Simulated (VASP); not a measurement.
Crystal: Nb.

```
CELL_PARAMETERS angstrom
0.00000 2.11500 2.11500
2.11500 0.00000 2.11500
2.11500 2.11500 0.00000
ATOMIC_POSITIONS crystal
Nb 0.00000 0.00000 0.00000
```

Program: VASP 6.6.1. Alike in all runs: task single point; level PBEsol+D3(BJ); potentials or basis VASP PAW PBE potentials, release 64 (Nb_sv); no spin polarisation; cell as given; cutoff (eV) 500; smearing methfessel-paxton 0.1 eV.

Q: Order these runs on this cell by their pressure, lowest first.
A. k mesh 4 × 4 × 4
B. k mesh 7 × 7 × 7
C. k mesh 3 × 3 × 3

A: B (-14.3 GPa), A (-11.9 GPa), C (-2.6 GPa).

Caveats: all runs use coarse meshes; three body term missing; the PAW data sets were made with another functional, which shifts forces and pressure a little; pairwise dispersion overbinds metals, which lowers pressure and volume.
